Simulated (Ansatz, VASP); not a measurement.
One calculation of Ti3Se, two programs

```
Se Ti
1.0
     3.19745    0.00000    0.00000
    -1.59872    2.76907    0.00000
     0.00000    0.00000    7.94275
Se Ti
1 3
Direct
  0.00000 0.00000 0.00000
  0.66667 0.33333 0.50000
  0.33333 0.66667 0.77290
  0.33333 0.66667 0.22710
```

Alike in both runs: task single point; functional LDA; k mesh 10 × 10 × 4; occupations fermi-dirac, width 0.05 eV; no spin polarisation.

|  | VASP | Ansatz |
| --- | --- | --- |
| version | VASP 6.6.1 | Ansatz 0.2.0 |
| potentials or method | VASP PAW LDA potentials, release 64 (Se, Ti_sv) | Ansatz PAW |
| plane-wave cutoff (eV) | 520 | 420 |
| valence electrons in the cell | 42 | 52 |

|  | VASP | Ansatz | Ansatz less VASP |
| --- | --- | --- | --- |
| gap on the k mesh at the Fermi level (eV) | none | none | - |
| pressure (GPa) | -7.8 | -8.0 | -0.21 |
| traceless stress, the component that is largest in VASP (GPa) | -0.99 | -1.00 | -0.014 |
| rms of the force components (eV/Å) | 0.035 | 0.046 | +0.0109 |

LDA's correlation is that of Perdew and Zunger in VASP and of Perdew and Wang (1992) in Ansatz. Atom by atom the forces differ by 0.011 eV/Å (rms over components). A gap of «none» marks a metal or a gap that the smearing closes. VASP's potentials hold 42 valence electrons a cell and Ansatz's 52, so a difference there can come from the potentials and not from the codes.
